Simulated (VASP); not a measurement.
Here is a VASP 6.6.1 calculation.

INCAR

```
ALGO = Normal ; EDIFF = 1E-6
ENCUT = 750 ; GGA = PE
GGA_COMPAT = False ; ISIF = 2
ISMEAR = 0 ; LASPH = True
LCHARG = False ; LREAL = False
LWAVE = False ; NBANDS = 13
NELM = 120 ; PREC = Accurate
SIGMA = 0.01
```

KPOINTS

```
k-points
0
Gamma
  6 6 6
```

The input POSCAR:

```
Li2Se
1.0
    0.0000000000      3.0025000000      3.0025000000
    3.0025000000      0.0000000000      3.0025000000
    3.0025000000      3.0025000000      0.0000000000
Li Se
2 1
Direct
    0.2500000000      0.2500000000      0.2500000000
    0.7500000000      0.7500000000      0.7500000000
    0.0000000000      0.0000000000      0.0000000000
```

Potentials or basis: VASP PAW PBE potentials, release 64 (Li_sv, Se).

Command:

```sh
$ cat potpaw_PBE.64/Li_sv/POTCAR potpaw_PBE.64/Se/POTCAR > POTCAR
$ mpirun -np 1 vasp_std > vasp.out
```

Task: What does it give for the band gap on the k mesh?

Result: 2.97 eV, indirect (least direct gap 3.38 eV).

Task: Estimate the pressure.

Result: 0.0 GPa.

A k mesh can miss the band edges. PBE gaps usually lie below the measured ones, often by a third to a half.
